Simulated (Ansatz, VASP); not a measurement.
## GaP in VASP and in Ansatz

```xyz
2
Lattice="0.0000 2.7913 2.7913 2.7913 0.0000 2.7913 2.7913 2.7913 0.0000" Properties=species:S:1:pos:R:3 pbc="T T T"
Ga    0.0000    0.0000    0.0000
P     1.3956    1.3956    1.3956
```

Alike in both runs: task single point; functional HSE06; k mesh 4 × 4 × 4; occupations fermi-dirac, width 0.05 eV; no spin polarisation.

|  | VASP | Ansatz |
| --- | --- | --- |
| version | VASP 6.6.1 | Ansatz 0.2.0 development build |
| potentials or method | VASP PAW PBE potentials, release 64 (Ga_d, P) | plane waves, PAW datasets (hand-made set) |
| plane-wave cutoff (eV) | 520 | 1020 |
| valence electrons in the cell | 18 | 26 |

Ansatz gave:

```
gap on the k mesh at the Fermi level (eV) : 2.20
```

Which values does VASP return?

gap on the k mesh at the Fermi level (eV): 2.19.

VASP's potentials hold 18 valence electrons a cell and Ansatz's 26, so a difference there can come from the potentials and not from the codes.

The k mesh is coarse, so the values compare programs but aren't converged.
